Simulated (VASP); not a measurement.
Write the native input for VASP 6.6.1 that does the following.

```
Task                   : single point
Functional             : r2SCAN
Potentials or basis    : VASP PAW PBE potentials, release 64 (Ru_pv, Te)
Cutoff                 : 520 eV
k mesh                 : 10 × 10 × 10
Occupations            : gaussian, width 0.05 eV
Spin                   : no spin polarisation
Dipole correction      : no
Further INCAR settings : ALGO = Normal; EDIFF = 1e-06; NBANDS = 17
```

TeRu:

```
CELL_PARAMETERS angstrom
0.00000 2.88590 2.88590
2.88590 0.00000 2.88590
2.88590 2.88590 0.00000
ATOMIC_POSITIONS crystal
Ru 0.00000 0.00000 0.00000
Te 0.25000 0.25000 0.25000
```

This cell differs from its parent crystal: volume scaled by 0.960.

The input as run:

POSCAR

```
TeRu
1.0
    0.0000000000      2.8859044294      2.8859044294
    2.8859044294      0.0000000000      2.8859044294
    2.8859044294      2.8859044294      0.0000000000
Ru Te
1 1
Direct
    0.0000000000      0.0000000000      0.0000000000
    0.2500000000      0.2500000000      0.2500000000
```

INCAR.step1

```
SYSTEM = TeRu
  PREC = Accurate
  ENCUT = 520
  ISMEAR = 0
  SIGMA = 0.05
  LREAL = .FALSE.
  LASPH = .TRUE.
  NELM = 100
  NBANDS = 17
  GGA = PE
  ALGO = Normal
  EDIFF = 1E-4
  LWAVE = .TRUE.
  LCHARG = .FALSE.
```

INCAR.step2

```
SYSTEM = TeRu
  PREC = Accurate
  ENCUT = 520
  EDIFF = 1E-6
  ISMEAR = 0
  SIGMA = 0.05
  LREAL = .FALSE.
  LASPH = .TRUE.
  NELM = 100
  ALGO = Normal
  ISIF = 2
  LWAVE = .FALSE.
  LCHARG = .TRUE.
  METAGGA = R2SCAN
  LMIXTAU = .TRUE.
  LELF = .TRUE.
  LVHAR = .TRUE.
  NBANDS = 17
  ISTART = 1
```

KPOINTS

```
regular mesh
0
G
  10 10 10
  0 0 0
```

Potentials or basis: VASP PAW PBE potentials, release 64 (Ru_pv, Te).

Run with:

```console
$ cat potpaw_PBE.64/Ru_pv/POTCAR potpaw_PBE.64/Te/POTCAR > POTCAR
$ cp INCAR.step1 INCAR
$ mpirun -np 1 vasp_std > vasp.out
$ cp INCAR.step2 INCAR
$ mpirun -np 1 vasp_std > vasp.out
```

Results of the run:

The pressure is 4.5 GPa. The band gap on the k mesh is zero (band 10 reaches 11.30 eV, above the bottom of band 11 at 7.25 eV).

Caveat: the PAW data sets were made with another functional, which shifts forces and pressure a little; spin-orbit coupling is left out, which moves the levels of the heavy elements.

Wall time 110 s on 1 thread of Intel(R) Xeon(R) Platinum 8259CL CPU @ 2.50GHz (Skylake/Cascade Lake), on a shared host, peak memory 0.19 GiB.
